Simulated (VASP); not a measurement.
KSi2:

```
CELL_PARAMETERS angstrom
0.00000 3.19166 3.19166
3.19166 0.00000 3.19166
3.19166 3.19166 0.00000
ATOMIC_POSITIONS crystal
K 0.00000 0.00000 0.00000
Si 0.25000 0.25000 0.25000
Si 0.75000 0.75000 0.75000
```

```yaml
Program: VASP 6.6.1
Task: relaxation of cell and atoms
Functional: PBE
Potentials_or_basis: VASP PAW PBE potentials, release 64 (K_sv, Si)
Cutoff: 600 eV
k_mesh: 6 × 6 × 6
Occupations: gaussian, width 0.1 eV
Spin: no spin polarisation
```

At the start: pressure 9.9 GPa; volume 21.67 Å³/atom.

Task: How do energy, volume and symmetry change on relaxing?

Result: Over 4 steps the energy falls by 166.2 meV/atom and the volume is 28.40 Å³/atom (+31.0 %); space group Fm-3m (No. 225, to 0.1 Å) before and after.

Step by step:
| step | energy change (eV) | largest force (eV/Å) | pressure (GPa) | volume (Å³) |
| --- | --- | --- | --- | --- |
| 1 | 0.0000 | 0.0000 | 9.90 | 65.02 |
| 2 | -0.4598 | 0.0000 | 2.06 | 78.46 |
| 3 | -0.4929 | 0.0000 | -0.64 | 87.62 |
| 4 | -0.4985 | 0.0000 | -0.07 | 85.19 |

Final structure:
```
K Si
1.0
     0.00000    3.49234    3.49234
     3.49234    0.00000    3.49234
     3.49234    3.49234    0.00000
K Si
1 2
Cartesian
  0.0000 0.0000 0.0000
  1.7462 1.7462 1.7462
  5.2385 5.2385 5.2385
```

Caveat: the volume moved by over 15 % at a fixed basis, so the end points are rough; an odd number of electrons without spin polarisation forces a metal; a magnetic or distorted state may lie lower.
